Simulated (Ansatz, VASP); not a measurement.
LiNbO3: VASP beside Ansatz

```xyz
10
Lattice="2.6347 1.5212 4.6344 -2.6347 1.5212 4.6344 0.0000 -3.0423 4.6344" Properties=species:S:1:pos:R:3 pbc="T T T"
Li    0.0000    0.0000    3.4758
Li    0.0000    0.0000   10.4273
Nb    0.0000    0.0000    6.9515
Nb    0.0000    0.0000    0.0000
O    -0.6343   -1.5212    5.7930
O    -1.0002    1.3099    5.7930
O     0.6343    1.5212    8.1101
O    -1.6345   -0.2113    8.1101
O     1.0002   -1.3099    8.1101
O     1.6345    0.2113    5.7930
```

Alike in both runs: task relaxation of cell and atoms; functional PBE; k mesh 6 × 6 × 6; occupations gaussian, width 0.02 eV; no spin polarisation.

|  | VASP | Ansatz |
| --- | --- | --- |
| version | VASP 6.6.1 | Ansatz 0.2.0 |
| potentials or method | VASP PAW PBE potentials, release 64 (Li_sv, Nb_sv, O), cutoff 600 eV | scalar-relativistic, plane waves, PAW |
| valence electrons in the cell | 68 | 68 |

Ansatz gave:

- gap on the k mesh at the Fermi level, each at its own relaxed structure (eV): 2.51
- relaxed volume (Å³/atom): 10.86
- relaxed length of the cell vector where the two differ most in proportion (Å): 5.499

**Question.** Estimate VASP's values.

**Answer.** gap on the k mesh at the Fermi level, each at its own relaxed structure (eV): 2.50; relaxed volume (Å³/atom): 10.83; relaxed length of the cell vector where the two differ most in proportion (Å): 5.493.

Noted on VASP's run: the cutoff is under 1.25 times that of the potentials, so the pressure is a little rough.
